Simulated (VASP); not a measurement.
Input of a VASP 6.6.1 run:

Contents of INCAR:

```
ALGO = Normal
EDIFF = 1E-6
ENCUT = 520
GGA = PE
ISIF = 2
ISMEAR = -1
LASPH = True
LCHARG = True
LELF = True
LREAL = False
LVHAR = True
LWAVE = False
NBANDS = 12
NELM = 60
PREC = Accurate
SIGMA = 0.06122561905347299
```

KPOINTS

```
k-points
0
Gamma
  14 14 14
```

The input POSCAR:

```
Zn
1.0
    2.6828342611      0.0000000000      0.0000000000
    0.0000000000      2.6828342611      0.0000000000
    0.0000000000      0.0000000000      2.6828342611
Zn
1
Direct
    0.0000000000      0.0000000000      0.0000000000
```

Potentials or basis: VASP PAW PBE potentials, release 64 (Zn).

Command:

```sh
$ cat potpaw_PBE.64/Zn/POTCAR > POTCAR
$ mpirun -np 1 vasp_std > vasp.out
```

Problem. What does it give for the pressure?

Solution. -2.3 GPa.

Problem. Estimate the band gap on the k mesh.

Solution. Zero (band 6 reaches 6.73 eV, above the bottom of band 7 at -1.07 eV).
